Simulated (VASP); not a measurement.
## B6As: single point with r2SCAN

B6As:

```
B As
1.0
     4.16195    0.00000    0.00000
     0.00000    4.16195    0.00000
     0.00000    0.00000    4.16195
B As
6 1
Direct
  0.50000 0.50000 0.19840
  0.50000 0.50000 0.80160
  0.19840 0.50000 0.50000
  0.80160 0.50000 0.50000
  0.50000 0.19840 0.50000
  0.50000 0.80160 0.50000
  0.00000 0.00000 0.00000
```

```
Program             : VASP 6.6.1
Task                : single point
Functional          : r2SCAN
Potentials or basis : VASP PAW PBE potentials, release 64 (B, As)
Cutoff              : 550 eV
k mesh              : 4 × 4 × 4
Occupations         : gaussian, width 0.1 eV
Spin                : no spin polarisation
```

```yaml
Pressure: 0.1 GPa
Largest_force: 0.035 eV/Å
Band_gap_on_the_k_mesh: zero (an odd number of electrons rules out a gap without spin polarisation)
```

Forces in eV/Å, atoms in the order of the input:
```
B    0.000  0.000 -0.035
B    0.000  0.000  0.035
B   -0.035  0.000  0.000
B    0.035  0.000  0.000
B    0.000 -0.035  0.000
B    0.000  0.035  0.000
As   0.000  0.000  0.000
```

Levels at points of the mesh, in eV from the Fermi level:
```tsv
k point	band 7	band 8	band 9	band 10	band 11	band 12	band 13	band 14	band 15	band 16
(0.00, 0.00, 0.00)	-5.68	-5.34	0.00	0.00	0.00	0.23	0.23	0.23	3.05	3.05
(0.50, 0.00, 0.00)	-5.43	-3.56	-3.56	-2.00	0.19	0.72	1.19	1.64	1.64	4.70
(0.50, 0.50, 0.00)	-3.09	-2.44	-2.44	-1.79	-1.79	-0.69	-0.53	-0.53	5.81	5.81
(0.50, 0.50, 0.50)	-5.89	-5.89	-1.33	-1.33	-1.33	2.34	2.34	2.34	6.31	8.26
```

It took 21 s on 1 thread of Intel(R) Xeon(R) 6975P-C (Granite Rapids) (shared host), peak memory 0.18 GiB.

Caveat: the k points lie up to 0.38 Å⁻¹ apart, too coarse for converged energies and pressures of a metal; the PAW data sets were made with another functional, which shifts forces and pressure a little.
